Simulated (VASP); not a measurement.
Here is a VASP 6.6.1 calculation.

Contents of INCAR:

```
SYSTEM = ScAl3
ALGO = Normal
EDIFF = 1E-7
ENCUT = 520
GGA = RP
ISIF = 2
ISMEAR = -1
LASPH = .True.
LCHARG = .False.
LREAL = .False.
LWAVE = .False.
NBANDS = 18
NELM = 100
PREC = Accurate
SIGMA = 0.1
```

File KPOINTS:

```
k-points
0
Gamma
  6 6 6
  0 0 0
```

The input POSCAR:

```
ScAl3
1.0
    4.0878070000      0.0000000000      0.0000000000
    0.0000000000      4.0878070000      0.0000000000
    0.0000000000      0.0000000000      4.0878070000
Sc Al
1 3
Direct
    0.0000000000      0.0000000000      0.0000000000
    0.5000000000      0.0000000000      0.5000000000
    0.0000000000      0.5000000000      0.5000000000
    0.5000000000      0.5000000000      0.0000000000
```

Potentials or basis: VASP PAW PBE potentials, release 64 (Sc_sv, Al).

Command:

```console
$ cat potpaw_PBE.64/Sc_sv/POTCAR potpaw_PBE.64/Al/POTCAR > POTCAR
$ mpirun -np 1 vasp_std > vasp.out
```

Q: What does it give for the band gap on the k mesh?

A: Zero (band 10 reaches 8.31 eV, above the bottom of band 11 at 4.39 eV).

Q: Predict the pressure.

A: 3.2 GPa.

Caveat: the PAW data sets were made with another functional, which shifts forces and pressure a little.
